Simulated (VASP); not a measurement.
Crystal: TaBiTe4.

```
CELL_PARAMETERS angstrom
5.02509 -5.02509 0.00000
5.02509 5.02509 0.00000
0.00000 0.00000 4.61926
ATOMIC_POSITIONS crystal
Ta 0.50000 0.50000 0.50000
Bi 0.00000 0.00000 0.00000
Te 0.69500 0.30500 0.00000
Te 0.30500 0.69500 0.00000
Te 0.80500 0.80500 0.50000
Te 0.19500 0.19500 0.50000
```

- Program: VASP 6.6.1
- Task: relaxation of cell and atoms
- Functional: PBE
- Potentials or basis: VASP PAW PBE potentials, release 64 (Ta_pv, Bi_d, Te)
- Cutoff: 600 eV
- k mesh: 4 × 4 × 4
- Occupations: gaussian, width 0.1 eV
- Spin: no spin polarisation

At the start: pressure -4.0 GPa; volume 38.88 Å³/atom.

Problem. How do energy, volume and symmetry change on relaxing?

Solution. Over 18 steps the energy falls by 216.0 meV/atom and the volume is 35.64 Å³/atom (-8.3 %); space group Cmmm (No. 65, to 0.1 Å) before and after.

Step by step:
| step | energy change (eV) | largest force (eV/Å) | pressure (GPa) | volume (Å³) |
| --- | --- | --- | --- | --- |
| 1 | 0.0000 | 1.9230 | -3.96 | 233.29 |
| 2 | -0.8252 | 1.7876 | 2.89 | 202.23 |
| 3 | -0.8286 | 1.8168 | 2.42 | 203.61 |
| 4 | -1.1707 | 0.2417 | 1.61 | 208.13 |
| 5 | -1.1804 | 0.2252 | 1.57 | 209.04 |
| 6 | -1.2108 | 0.2319 | -1.27 | 219.95 |
| 7 | -1.2270 | 0.1348 | -0.28 | 215.74 |
| 8 | -1.2450 | 0.1645 | -0.13 | 215.38 |
| 9 | -1.2708 | 0.3340 | 0.34 | 214.09 |
| 10 | -1.2830 | 0.2366 | 0.05 | 215.05 |
| 11 | -1.2904 | 0.0712 | -0.51 | 216.92 |
| 12 | -1.2907 | 0.0893 | -0.41 | 216.58 |
| 13 | -1.2947 | 0.0706 | -0.08 | 215.01 |
| 14 | -1.2948 | 0.0697 | -0.03 | 214.69 |
| 15 | -1.2948 | 0.0693 | 0.01 | 214.59 |
| 16 | -1.2948 | 0.0697 | 0.01 | 214.64 |
| 17 | -1.2956 | 0.0492 | 0.00 | 214.41 |
| 18 | -1.2962 | 0.0157 | 0.00 | 213.85 |

Final structure:
```xyz
6
Lattice="5.0770 -5.1066 0.0000 5.0770 5.1066 0.0000 0.0000 0.0000 4.1241" Properties=species:S:1:pos:R:3 pbc="T T T"
Ta    5.0770    0.0000    2.0621
Bi    5.0770   -5.1066    0.0000
Te    5.0770   -1.8874    0.0000
Te    5.0770    1.8874    0.0000
Te    7.8637    0.0000    2.0621
Te    2.2904    0.0000    2.0621
```
